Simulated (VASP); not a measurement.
Write the native input for VASP 6.6.1 that does the following.

```yaml
Task: relaxation of cell and atoms
Functional: PBEsol
Potentials_or_basis: VASP PAW PBE potentials, release 64 (Pt, Se)
Cutoff: 600 eV
k_mesh: 8 × 8 × 5
Occupations: fermi-dirac, width 0.05 eV
Spin: no spin polarisation
Target_pressure: 5 GPa
Dipole_correction: no
Further_INCAR_settings: ALGO = Normal; EDIFF = 1e-06; IBRION = 2; EDIFFG = -0.005; NSW = 80; ISIF = 3
```

The structure of PtSe2 lies in POSCAR:

```
PtSe2
1.0
    3.7240000000      0.0000000000      0.0000000000
   -1.8620000000      3.2250786037      0.0000000000
    0.0000000000      0.0000000000      5.0620000000
Pt Se
1 2
Direct
    0.0000000000      0.0000000000      0.0000000000
    0.6666666667      0.3333333333      0.7500000000
    0.3333333333      0.6666666667      0.2500000000
```

The input as run:

INCAR

```
SYSTEM = PtSe2
PREC     = Accurate       ! precision mode
ENCUT    = 600            ! plane-wave cutoff, eV
EDIFF    = 1E-6           ! SCF threshold, eV
ISMEAR   = -1             ! smearing method
SIGMA    = 0.05           ! smearing width, eV
LREAL    = .False.        ! projectors in reciprocal space
LASPH    = .True.         ! aspherical terms in the spheres
NELM     = 80             ! most SCF steps
ALGO     = Normal         ! electronic algorithm
ISIF     = 3              ! what is computed and relaxed
LWAVE    = .False.        ! write WAVECAR
LCHARG   = .False.        ! write CHGCAR
GGA      = PS             ! functional
IBRION   = 2              ! ionic algorithm
NSW      = 80             ! ionic steps
EDIFFG   = -0.005         ! ionic threshold
PSTRESS  = 50.0
```

KPOINTS

```
regular mesh
0
Gamma
  8 8 5
  0 0 0
```

Potentials or basis: VASP PAW PBE potentials, release 64 (Pt, Se).

The run is started by

```bash
$ cat potpaw_PBE.64/Pt/POTCAR potpaw_PBE.64/Se/POTCAR > POTCAR
$ mpirun -np 1 vasp_std > vasp.out
```

It gave:

| Property | Result |
| --- | --- |
| Relaxed volume | 18.55 Å³/atom |
| Relaxed cell | a = 3.731 Å, b = 3.731 Å, c = 4.614 Å, α = 90.00°, β = 90.00°, γ = 120.00° |
| Space group after relaxing (to 0.1 Å) | P-3m1 (No. 164) |
| Energy change on relaxing (the run minimises the enthalpy) | +9.1 meV/atom |
| Ionic steps | 18 |
| Pressure after relaxing | 5.0 GPa |
| Band gap on the k mesh | zero (bands 11 and 12 overlap by 0.94 eV) |

Caveat: the cell is relaxed towards a set pressure, so the run minimises the enthalpy, not the energy; the PAW data sets were made with another functional, which shifts forces and pressure a little; spin-orbit coupling is left out, which moves the levels of the heavy elements.

It took 4.1 min on 1 thread of Intel(R) Xeon(R) 6975P-C (Granite Rapids) (shared host), peak memory 0.23 GiB.
